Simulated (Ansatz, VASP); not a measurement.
**BN: VASP beside Ansatz**

```
B N
1.0
     0.00000    1.80487    1.80487
     1.80487    0.00000    1.80487
     1.80487    1.80487    0.00000
B N
1 1
Cartesian
  0.0000 0.0000 0.0000
  0.9024 0.9024 0.9024
```

Alike in both runs: functional r2SCAN; k mesh 12 × 12 × 12; occupations gaussian, width 0.02 eV; no spin polarisation.

Ansatz relaxed the structure, and its values are those at the end. VASP's run is a single point on that final structure, the one shown.

```csv
,VASP,Ansatz
version,VASP 6.6.1,Ansatz 0.2.0
potentials or method,"VASP PAW PBE potentials, release 64 (B, N), cutoff 520 eV","scalar-relativistic, plane waves, PAW"
valence electrons in the cell,8,8
```

Ansatz gave:

```
gap on the k mesh at the Fermi level (eV) : 5.00
least direct gap on the mesh (eV)         : 9.59
pressure (GPa)                            : 0.0
```

Problem. Which values does VASP return?

Solution. gap on the k mesh at the Fermi level (eV): 4.98; least direct gap on the mesh (eV): 9.55; pressure (GPa): 1.1.

VASP's potentials were made for PBE, not for r2SCAN. With one functional, cell and mesh, what is left measures potentials, basis and numerics.
